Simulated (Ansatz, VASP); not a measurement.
## One calculation of MoS2, two programs

File INCAR:

```
ALGO = Normal ; EDIFF = 1E-6
ENCUT = 520 ; GGA = PE
ISIF = 2 ; ISMEAR = 0
LASPH = True ; LCHARG = False
LREAL = False ; LWAVE = False
NBANDS = 35 ; NELM = 80
PREC = Accurate ; SIGMA = 0.05
```

KPOINTS

```
k-points
0
Gamma
  12 12 2
```

POSCAR

```
MoS2
1.0
    3.2333659917      0.0000000000      0.0000000000
   -1.6166829958      2.7174132337      0.0000000000
    0.0000000000      0.0000000000     14.5104515858
Mo S
2 4
Direct
    0.3333333333      0.6666666667      0.2500000000
    0.6666666667      0.3333333333      0.7500000000
    0.3333333333      0.6666666667      0.6423151295
    0.6666666667      0.3333333333      0.1423151295
    0.3333333333      0.6666666667      0.8576848705
    0.6666666667      0.3333333333      0.3576848705
```

Input for Ansatz:

```yaml
crystal:
  lattice:
    - [3.2333659917, 0.0, 0.0]
    - [-1.6166829958, 2.7174132337, 0.0]
    - [0.0, 0.0, 14.5104515858]
  atoms:
    - { symbol: Mo, position: [0.3333333333, 0.6666666667, 0.25] }
    - { symbol: Mo, position: [0.6666666667, 0.3333333333, 0.75] }
    - { symbol: S, position: [0.3333333333, 0.6666666667, 0.6423151295] }
    - { symbol: S, position: [0.6666666667, 0.3333333333, 0.1423151295] }
    - { symbol: S, position: [0.3333333333, 0.6666666667, 0.8576848705] }
    - { symbol: S, position: [0.6666666667, 0.3333333333, 0.3576848705] }
basis:
  ecutwfc: 420
kpoints:
  mp_grid: { grid: [12, 12, 2] }
hamiltonian:
  xc: pbe
scf:
  occupations: { method: gaussian, width: 0.05 }
output:
  forces: true
  stress: true
  eigenvalues: true
```

Change from the starting cell: strain +0.0150 x Voigt [1, -1, 0, 0, 0, 0], atoms carried along.

Alike in both runs: task single point; functional PBE; k mesh 12 × 12 × 2; occupations gaussian, width 0.05 eV; no spin polarisation.

|  | VASP | Ansatz |
| --- | --- | --- |
| version | VASP 6.6.1 | Ansatz 0.2.0 |
| potentials or method | VASP PAW PBE potentials, release 64 (Mo_sv, S), cutoff 520 eV | scalar-relativistic, plane waves, PAW |
| valence electrons in the cell | 52 | 52 |

|  | VASP | Ansatz | Ansatz less VASP |
| --- | --- | --- | --- |
| gap on the k mesh at the Fermi level (eV) | 1.43 | 1.42 | -0.013 |
| least direct gap on the mesh (eV) | 1.66 | 1.66 | -0.004 |
| pressure (GPa) | 0.0 | 0.1 | +0.11 |
| traceless stress, the component that is largest in VASP (GPa) | 2.19 | 2.17 | -0.018 |
| rms of the force components (eV/Å) | 0.078 | 0.079 | +0.0004 |

Atom by atom the forces differ by 0.006 eV/Å (rms over components). The functional is the same, so the differences come from potentials, cutoffs and numerics.
